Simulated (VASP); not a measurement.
## ScPt: single point with LDA

The system is ScPt.

```xyz
2
Lattice="3.3354 0.0000 0.0000 0.0000 3.3354 0.0000 0.0000 0.0000 3.2700" Properties=species:S:1:pos:R:3 pbc="T T T"
Sc    1.6677    1.6677    1.6350
Pt    0.0000    0.0000    0.0000
```

This cell differs from its parent crystal: equal xx and yy strain of +2 %.

```
Program             : VASP 6.6.1
Task                : single point
Functional          : LDA
Potentials or basis : VASP PAW LDA potentials, release 64 (Sc_sv, Pt)
Cutoff              : 520 eV
k mesh              : 10 × 10 × 10
Occupations         : fermi-dirac, width 0.05 eV
Spin                : no spin polarisation
```

```yaml
Pressure: -9.9 GPa
Band_gap_on_the_k_mesh: zero (an odd number of electrons rules out a gap without spin polarisation)
```

Levels at points of the mesh, in eV from the Fermi level:
| k point | band 8 | band 9 | band 10 | band 11 | band 12 | band 13 | band 14 | band 15 |
| --- | --- | --- | --- | --- | --- | --- | --- | --- |
| (0.00, 0.00, 0.00) | -2.80 | -2.70 | -2.70 | 1.28 | 1.44 | 3.26 | 3.26 | 3.27 |
| (0.50, 0.00, 0.00) | -3.13 | -3.04 | -2.34 | -1.01 | -0.12 | 1.09 | 1.25 | 2.58 |
| (0.50, 0.50, 0.00) | -3.63 | -1.61 | -0.96 | 0.23 | 0.23 | 1.70 | 3.32 | 3.32 |
| (0.00, 0.00, 0.50) | -3.16 | -3.16 | -2.39 | -0.76 | -0.05 | 1.06 | 1.06 | 2.52 |
| (0.50, 0.00, 0.50) | -3.75 | -1.56 | -0.75 | 0.33 | 0.37 | 1.90 | 3.29 | 3.34 |
| (0.50, 0.50, 0.50) | -1.55 | -1.48 | -1.34 | -1.34 | -1.28 | 2.87 | 3.42 | 3.50 |

Wall time 28 s on 1 thread of Intel(R) Xeon(R) 6975P-C (Granite Rapids), on a shared host, peak memory 0.2 GiB.

Caveat: the cell differs from its parent crystal (equal xx and yy strain of +2 %); the cell stands under tension; spin-orbit coupling is left out, which moves the levels of the heavy elements.
